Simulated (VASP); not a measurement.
The system is MgS (Niningerite).

```
Mg S
1.0
     0.00000    2.60152    2.60152
     2.75058    0.00000    2.60152
     2.75058    2.60152    0.00000
Mg S
1 1
Direct
  0.00000 0.00000 0.00000
  0.50000 0.50000 0.50000
```

This cell differs from its parent crystal: uniaxial x strain +5.7%.

Base run:

- Program: VASP 6.6.1
- Functional: r2SCAN
- Potentials or basis: VASP PAW PBE potentials, release 64 (Mg, S)
- Cutoff: 520 eV
- k mesh: 8 × 8 × 8
- Occupations: gaussian, width 0.01 eV
- Spin: no spin polarisation

Its results: band gap on the k mesh 3.11 eV, indirect (least direct gap 4.03 eV); pressure -4.0 GPa.

Problem. The run is repeated on the same cell with these changes: functional from r2SCAN to HSE06; k mesh from 8 × 8 × 8 to 6 × 6 × 6. What comes out?

Solution. Band gap on the k mesh 3.40 eV, indirect (least direct gap 4.19 eV); pressure -4.2 GPa.

Several settings changed at once, so the effect can't be laid on one alone.

Caveats: the PAW data sets were made with another functional, which shifts forces and pressure a little.

A k mesh can miss the band edges.
